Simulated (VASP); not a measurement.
Os, 2 atoms in the cell. It takes space group P6_3/mmc (No. 194, hexagonal). The conventional cell has a = 2.770 Å, b = 2.770 Å, c = 4.377 Å, α = 90.00°, β = 90.00°, γ = 120.00°. Os (site symmetry -6m2) has 12 Os at 2.71 to 2.77 Å within 3.6 Å. 

```yaml
Program: VASP 6.6.1
Task: single point
Functional: RPBE
Dispersion: D4
Potentials_or_basis: VASP PAW PBE potentials, release 64 (Os)
Cutoff: 520 eV
k_mesh: 11 × 11 × 6
Occupations: fermi-dirac, width 0.05 eV
Spin: no spin polarisation
Dipole_correction: no
Further_INCAR_settings: ALGO = Normal; EDIFF = 1e-06; NBANDS = 15
```

Potentials or basis: VASP PAW PBE potentials, release 64 (Os).

The run is started by

```sh
$ cat potpaw_PBE.64/Os/POTCAR > POTCAR
$ mpirun -np 1 vasp_std > vasp.out
```

Hardware: 1 thread of AMD EPYC 7R13, with other jobs on the host.

Problem. Estimate the wall time of this run.

Solution. Wall time 70 s on 1 thread of AMD EPYC 7R13, on a shared host, peak memory 0.14 GiB. Counts: scf iterations 13, k points 64.
